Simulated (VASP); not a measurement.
# NbSnTe4 (F-43m) in VASP: a series of runs

The runs below take NbSnTe4 through single point, with PBE.

Everything below comes from runs of VASP 6.6.1. Logs are shortened: lines on timing, memory, paths and dates and some standing lists are left out, and cuts for length are marked.

## (1) The cell of the first run

The structure is cubic, space group F-43m (No. 216). The conventional cell has a = 8.802 Å, b = 8.802 Å, c = 8.802 Å, α = 90.00°, β = 90.00°, γ = 90.00°. Nb (site symmetry -43m) has 12 Te at 3.65 Å and 4 Sn at 3.81 Å within 4.8 Å. Sn (site symmetry -43m) has 12 Te at 3.65 Å and 4 Nb at 3.81 Å within 4.8 Å. Within 4.1 Å of Te (site symmetry 3m) lie 6 Te at 3.09 to 3.13 Å and 3 Nb at 3.65 Å and 3 Sn at 3.65 Å.

## (2) Single point, PBE

The input, INCAR:

```
SYSTEM = NbSnTe4
PREC = Accurate
ENCUT = 520
EDIFF = 1E-7
ISMEAR = 0
SIGMA = 0.1
LREAL = .FALSE.
LASPH = .TRUE.
NELM = 80
ALGO = Normal
ISIF = 2
LWAVE = .FALSE.
LCHARG = .FALSE.
GGA = PE
NBANDS = 34
```

The input, KPOINTS:

```
Automatic mesh
0
G
  4 4 4
  0 0 0
```

The input, POSCAR:

```
NbSnTe4
1.0
    0.0000000000      4.4011892165      4.4011892165
    4.4011892165      0.0000000000      4.4011892165
    4.4011892165      4.4011892165      0.0000000000
Nb Sn Te
1 1 4
Direct
    0.5000000000      0.5000000000      0.5000000000
    0.2500000000      0.2500000000      0.2500000000
    0.8741014076      0.3776957771      0.8741014076
    0.8741014076      0.8741014076      0.3776957771
    0.8741014076      0.8741014076      0.8741014076
    0.3776957771      0.8741014076      0.8741014076
```

Potentials or basis: VASP PAW PBE potentials, release 64 (Nb_sv, Sn_d, Te).

Run with:

```sh
$ cat potpaw_PBE.64/Nb_sv/POTCAR potpaw_PBE.64/Sn_d/POTCAR potpaw_PBE.64/Te/POTCAR > POTCAR
$ mpirun -np 1 vasp_std > vasp.out
```

OUTCAR:

```text
SYSTEM = NbSnTe4
   PREC = Accurate
   ENCUT = 520
   EDIFF = 1E-7
   ISMEAR = 0
   LREAL = .FALSE.
   LASPH = .TRUE.
   NELM = 80
   ISIF = 2
   GGA = PE

 ion  position               nearest neighbor table
   1  0.500  0.500  0.500-
   2  0.250  0.250  0.250-   3 3.65   4 3.65   4 3.65   6 3.65   3 3.65   6 3.65   5 3.65   5 3.65
                             5 3.65   3 3.65   4 3.65   6 3.65
   3  0.874  0.378  0.874-   4 3.09   5 3.09   6 3.09   6 3.13   4 3.13   5 3.13   2 3.65   2 3.65
                             2 3.65
   4  0.874  0.874  0.378-   3 3.09   5 3.09   6 3.09   3 3.13   6 3.13   5 3.13   2 3.65   2 3.65
                             2 3.65
   5  0.874  0.874  0.874-   3 3.09   4 3.09   6 3.09   6 3.13   3 3.13   4 3.13   2 3.65   2 3.65
                             2 3.65
   6  0.378  0.874  0.874-   3 3.09   4 3.09   5 3.09   3 3.13   4 3.13   5 3.13   2 3.65   2 3.65
                             2 3.65

  LATTYP: Found a face centered cubic cell.
 ALAT       =     8.8023784330

  Lattice vectors:

 A1 = (   0.0000000000,   4.4011892165,   4.4011892165)
 A2 = (   4.4011892165,   0.0000000000,   4.4011892165)
 A3 = (   4.4011892165,   4.4011892165,   0.0000000000)

Analysis of symmetry for initial positions (statically):
=====================================================================
 Subroutine PRICEL returns:
 Original cell was already a primitive cell.

 Routine SETGRP: Setting up the symmetry group for a
 face centered cubic supercell.

 Subroutine GETGRP returns: Found 24 space group operations
 (whereof 24 operations were pure point group operations)
 out of a pool of 48 trial point group operations.

The static configuration has the point symmetry T_d .

Analysis of symmetry for dynamics (positions and initial velocities):
=====================================================================
 Subroutine PRICEL returns:
 Original cell was already a primitive cell.

 Routine SETGRP: Setting up the symmetry group for a
 face centered cubic supercell.

 Subroutine GETGRP returns: Found 24 space group operations
 (whereof 24 operations were pure point group operations)
 out of a pool of 48 trial point group operations.

The dynamic configuration has the point symmetry T_d .

 Subroutine INISYM returns: Found 24 space group operations
 (whereof 24 operations are pure point group operations),
 and found     1 'primitive' translations

----------------------------------------------------------------------------------------

                                     Primitive cell

  volume of cell :     170.5062

  direct lattice vectors                    reciprocal lattice vectors
     0.000000000  4.401189216  4.401189216    -0.113605659  0.113605659  0.113605659
     4.401189216  0.000000000  4.401189216     0.113605659 -0.113605659  0.113605659
     4.401189216  4.401189216  0.000000000     0.113605659  0.113605659 -0.113605659

  length of vectors
     6.224221481  6.224221481  6.224221481     0.196770773  0.196770773  0.196770773

  position of ions in fractional coordinates (direct lattice)
     0.500000000  0.500000000  0.500000000
     0.250000000  0.250000000  0.250000000
     0.874101408  0.377695777  0.874101408
     0.874101408  0.874101408  0.377695777
     0.874101408  0.874101408  0.874101408
     0.377695777  0.874101408  0.874101408

  ion indices of the primitive-cell ions
   primitive index   ion index
                 1           1
                 2           2
                 3           3
                 4           4
                 5           5
                 6           6

----------------------------------------------------------------------------------------

 KPOINTS: Automatic mesh

Automatic generation of k-mesh.
 Grid dimensions read from file:
 generate k-points for:    4    4    4

 Generating k-lattice:

  Cartesian coordinates                     Fractional coordinates (reciprocal lattice)
    -0.028401415  0.028401415  0.028401415     0.250000000  0.000000000  0.000000000
     0.028401415 -0.028401415  0.028401415     0.000000000  0.250000000  0.000000000
     0.028401415  0.028401415 -0.028401415     0.000000000  0.000000000  0.250000000

  Length of vectors
     0.049192693  0.049192693  0.049192693

  Shift w.r.t. Gamma in fractional coordinates (k-lattice)
     0.000000000  0.000000000  0.000000000

 Subroutine IBZKPT returns following result:
 ===========================================

 Found      8 irreducible k-points:

 Following reciprocal coordinates:
            Coordinates               Weight
  0.000000  0.000000  0.000000      1.000000
  0.250000  0.000000  0.000000      8.000000
  0.500000  0.000000  0.000000      4.000000
  0.250000  0.250000  0.000000      6.000000
  0.500000  0.250000  0.000000     24.000000
 -0.250000  0.250000  0.000000     12.000000
  0.500000  0.500000  0.000000      3.000000
 -0.250000  0.500000  0.250000      6.000000
   k-points           NKPTS =      8   k-points in BZ     NKDIM =      8   number of bands    NBANDS=     34
   number of dos      NEDOS =    301   number of ions     NIONS =      6
   total plane-waves  NPLWV = 110592
   dimension x,y,z NGX =    48 NGY =   48 NGZ =   48
   dimension x,y,z NGXF=    96 NGYF=   96 NGZF=   96
   ions per type =               1   1   4
   NGX,Y,Z   is equivalent  to a cutoff of  12.82, 12.82, 12.82 a.u.
   NGXF,Y,Z  is equivalent  to a cutoff of  25.64, 25.64, 25.64 a.u.
 SYSTEM =  NbSnTe4
   PREC   = accura    normal or accurate (medium, high low for compatibility)
   ISTART =      0    job   : 0-new  1-cont  2-samecut
   ICHARG =      2    charge: 1-file 2-atom 10-const
   ISPIN  =      1    spin polarized calculation?
   LNONCOLLINEAR =      F non collinear calculations
   LSORBIT =      F    spin-orbit coupling
   LASPH  =      T    aspherical Exc in radial PAW
   ENCUT  =  520.0 eV  38.22 Ry    6.18 a.u.  11.57 11.57 11.57*2*pi/ulx,y,z
   NELM   =     80;   NELMIN=  2; NELMDL= -5     # of ELM steps
   EDIFF  = 0.1E-06   stopping-criterion for ELM
   LREAL  =      F    real-space projection
   EDIFFG = 0.1E-05   stopping-criterion for IOM
   NSW    =      0    number of steps for IOM
   IBRION =     -1    ionic relax: 0-MD 1-quasi-New 2-CG
   NFREE  =      0    steps in history (QN), initial steepest desc. (CG)
   ISIF   =      2    stress and relaxation
   ISYM   =      2    0-nonsym 1-usesym 2-fastsym
   POTIM  = 0.5000    time-step for ionic-motion
   TEBEG  =    0.0;   TEEND  =   0.0 temperature during run
   PSTRESS=    0.0 pullay stress
   NELECT =      51.0000    total number of electrons
   NUPDOWN=      -1.0000    fix difference up-down
   EMIN   =  10.00;   EMAX   =-10.00  energy-range for DOS
   EFERMI =   0.00;   METHOD = LEGACY
   ISMEAR =     0;   SIGMA  =   0.10  broadening in eV -4-tet -1-fermi 0-gaus
   EFERMI_NEDOS =   21; number of points for ismear=-14 and -15
   IALGO  =     38    algorithm
   IMIX   =      4    mixing-type and parameters
     AMIX     =   0.40;   BMIX     =  1.00
     AMIX_MAG =   1.60;   BMIX_MAG =  1.00
  volume/ion in A,a.u.               =      28.42       191.77
  Fermi-wavevector in a.u.,A,eV,Ry     =   1.094842  2.068952 16.309023  1.198679
  Thomas-Fermi vector in A             =   2.231155
   LORBIT       =      0    0 simple, 1 ext, 2 COOP (PROOUT), +10 PAW based schemes
   GGA     = PE    functional components
   LHFCALC =     F    Hartree Fock is set to
   AEXX    =    0.0000 exact exchange contribution
   IVDW    =     0    specifies the selected vdW correction
   LEPSILON=     F    determine dielectric tensor
   LRPA    =     F    only Hartree local field effects (RPA)
 non-spin polarized calculation
 Gauss-broadening in eV      SIGMA  =   0.10
  energy-cutoff  :      520.00
  volume of cell :      170.51
 maximum number of plane-waves:      4621
 NGX is ok and might be reduce to    48
   NGX = 23   NGY = 23   NGZ = 23

 number of electron      50.9999997 magnetization

 Free energy of the ion-electron system (eV)
  ---------------------------------------------------
  ext. energy  EPLUGINS =         0.00000000
  ---------------------------------------------------
  free energy    TOTEN  =       -20.80722350 eV

  energy without entropy =      -20.75632374  energy(sigma->0) =      -20.78177362

 E-fermi :   8.0811     XC(G=0): -10.0887

 val. band max:        8.0641051859   @ k =   0.5000   0.0000   0.0000
 cond. band min:       8.1689294618   @ k =  -0.2500   0.5000   0.2500
 fundamental gap:      0.1048242759
 Fermi energy:         8.0811237480

 k-point     1 :       0.0000    0.0000    0.0000
  band No.  band energies     occupation
      1     -47.7195      2.00000
      2     -23.7373      2.00000
      3     -23.7373      2.00000
      4     -23.7373      2.00000
      5     -13.5594      2.00000
      6     -13.5594      2.00000
[... 26 lines left out ...]
     33      10.3473      0.00000
     34      10.3473      0.00000

 k-point     2 :       0.2500    0.0000    0.0000
  band No.  band energies     occupation
      1     -47.7195      2.00000
      2     -23.7374      2.00000
      3     -23.7373      2.00000
      4     -23.7373      2.00000
      5     -13.5594      2.00000
      6     -13.5594      2.00000
[... 26 lines left out ...]
     33      10.5584      0.00000
     34      10.5827      0.00000

 k-point     3 :       0.5000    0.0000    0.0000
  band No.  band energies     occupation
      1     -47.7195      2.00000
      2     -23.7375      2.00000
      3     -23.7373      2.00000
      4     -23.7373      2.00000
      5     -13.5594      2.00000
      6     -13.5594      2.00000
[... 26 lines left out ...]
     33       9.8621      0.00000
     34      11.0335      0.00000
[... 112 lines left out ...]
 k-point     7 :       0.5000    0.5000    0.0000
  band No.  band energies     occupation
      1     -47.7195      2.00000
      2     -23.7375      2.00000
      3     -23.7373      2.00000
      4     -23.7373      2.00000
      5     -13.5598      2.00000
      6     -13.5592      2.00000
[... 26 lines left out ...]
     33      10.4621      0.00000
     34      10.6063      0.00000

 k-point     8 :      -0.2500    0.5000    0.2500
  band No.  band energies     occupation
      1     -47.7195      2.00000
      2     -23.7374      2.00000
      3     -23.7374      2.00000
      4     -23.7373      2.00000
      5     -13.5596      2.00000
      6     -13.5593      2.00000
[... 26 lines left out ...]
     33       9.8696      0.00000
     34      10.0384      0.00000

------------------------ aborting loop because EDIFF is reached ----------------------------------------

  FORCE on cell =-STRESS in cart. coord.  units (eV):
  Direction    XX          YY          ZZ          XY          YZ          ZX
  --------------------------------------------------------------------------------------
  -------------------------------------------------------------------------------------
  Total       -0.1037080     -0.1037080     -0.1037080     -0.0000000     -0.0000000      0.0000000
  in kB       -0.9745024     -0.9745024     -0.9745024     -0.0000000     -0.0000000      0.0000000
  external PRESSURE =      -0.9745024 kB  Pullay stress =       0.0000000 kB

 VOLUME and BASIS-vectors are now :
 -----------------------------------------------------------------------------
  energy-cutoff  :      520.00
  volume of cell :      170.51
      direct lattice vectors                 reciprocal lattice vectors
     0.000000000  4.401189216  4.401189216    -0.113605659  0.113605659  0.113605659
     4.401189216  0.000000000  4.401189216     0.113605659 -0.113605659  0.113605659
     4.401189216  4.401189216  0.000000000     0.113605659  0.113605659 -0.113605659

 POSITION                                       TOTAL-FORCE (eV/Angst)
 -----------------------------------------------------------------------------------
      4.40119      4.40119      4.40119        -0.000000      0.000000      0.000000
      2.20059      2.20059      2.20059        -0.000000      0.000000      0.000000
      5.50940      7.69417      5.50940        -0.000828      0.000828     -0.000828
      5.50940      5.50940      7.69417        -0.000828     -0.000828      0.000828
      7.69417      7.69417      7.69417         0.000828      0.000828      0.000828
      7.69417      5.50940      5.50940         0.000828     -0.000828     -0.000828
 -----------------------------------------------------------------------------------
    total drift:                                0.000000      0.000000      0.000000

  FREE ENERGIE OF THE ION-ELECTRON SYSTEM (eV)
  ---------------------------------------------------
  free  energy   TOTEN  =       -20.8072235049 eV

  energy  without entropy=      -20.7563237375  energy(sigma->0) =      -20.78177362
```

Run time: 47 s. Hardware: 1 thread of Intel Xeon 6975P-C (Granite Rapids), shared host; peak memory 0.33 GiB.

Results:

- Free energy: -20.8072 eV
- Pressure: -0.1 GPa

Levels at points of the mesh, in eV from the Fermi level:
| k point | band 22 | band 23 | band 24 | band 25 | band 26 | band 27 | band 28 | band 29 |
| --- | --- | --- | --- | --- | --- | --- | --- | --- |
| (0.00, 0.00, 0.00) | -0.80 | -0.80 | 0.31 | 0.68 | 0.68 | 0.68 | 0.80 | 0.80 |
| (0.50, 0.00, 0.00) | -2.43 | -2.43 | -0.04 | -0.02 | -0.02 | 0.17 | 0.62 | 0.62 |
| (0.50, 0.50, 0.00) | -2.57 | -2.17 | -1.84 | -0.44 | -0.44 | -0.28 | 0.33 | 1.13 |

Caveat: spin-orbit coupling is left out, which moves the levels of the heavy elements.

## (3) Single point, PBE

This run uses another cell than the first one, of 32.62 Å³/atom, 1.148 times its volume.

The input, INCAR:

```
SYSTEM = NbSnTe4
PREC = Accurate
ENCUT = 520
EDIFF = 1E-7
ISMEAR = 0
SIGMA = 0.1
LREAL = .False.
LASPH = .True.
NELM = 100
ALGO = Normal
ISIF = 2
LWAVE = .False.
LCHARG = .True.
GGA = PE
LELF = .True.
LVHAR = .True.
NBANDS = 34
```

The input, KPOINTS:

```
Automatic mesh
0
Gamma
  4 4 4
  0 0 0
```

The input, POSCAR:

```
NbSnTe4
1.0
    0.0000000000      4.6080711500      4.6080711500
    4.6080711500      0.0000000000      4.6080711500
    4.6080711500      4.6080711500      0.0000000000
Nb Sn Te
1 1 4
Direct
    0.5000000000      0.5000000000      0.5000000000
    0.2500000000      0.2500000000      0.2500000000
    0.8747362000      0.3757914000      0.8747362000
    0.8747362000      0.8747362000      0.3757914000
    0.8747362000      0.8747362000      0.8747362000
    0.3757914000      0.8747362000      0.8747362000
```

Potentials or basis: VASP PAW PBE potentials, release 64 (Nb_sv, Sn_d, Te).

Run with:

```sh
$ cat potpaw_PBE.64/Nb_sv/POTCAR potpaw_PBE.64/Sn_d/POTCAR potpaw_PBE.64/Te/POTCAR > POTCAR
$ mpirun -np 1 vasp_std > vasp.out
```

Run time: 47 s. Hardware: 1 thread of Intel Xeon 6975P-C (Granite Rapids), shared host; peak memory 0.34 GiB.

It converged, with:

| Quantity | Value |
| --- | --- |
| Free energy | -20.3314 eV |
| Pressure | -5.2 GPa |
| Largest force | 0.117 eV/Å |

Forces on the atoms (eV/Å):
```
Nb   0.000  0.000  0.000
Sn   0.000  0.000  0.000
Te   0.067 -0.067  0.067
Te   0.067  0.067 -0.067
Te  -0.067 -0.067 -0.067
Te  -0.067  0.067  0.067
```

Levels at points of the mesh, in eV from the Fermi level:
| k point | band 22 | band 23 | band 24 | band 25 | band 26 | band 27 | band 28 | band 29 |
| --- | --- | --- | --- | --- | --- | --- | --- | --- |
| (0.00, 0.00, 0.00) | -0.57 | -0.57 | 0.21 | 0.62 | 0.62 | 0.62 | 0.63 | 0.63 |
| (0.50, 0.00, 0.00) | -2.10 | -2.10 | -0.07 | 0.01 | 0.01 | 0.08 | 0.48 | 0.48 |
| (0.50, 0.50, 0.00) | -2.14 | -1.81 | -1.79 | -0.33 | -0.33 | -0.22 | 0.22 | 0.85 |

Caveat: spin-orbit coupling is left out, which moves the levels of the heavy elements.
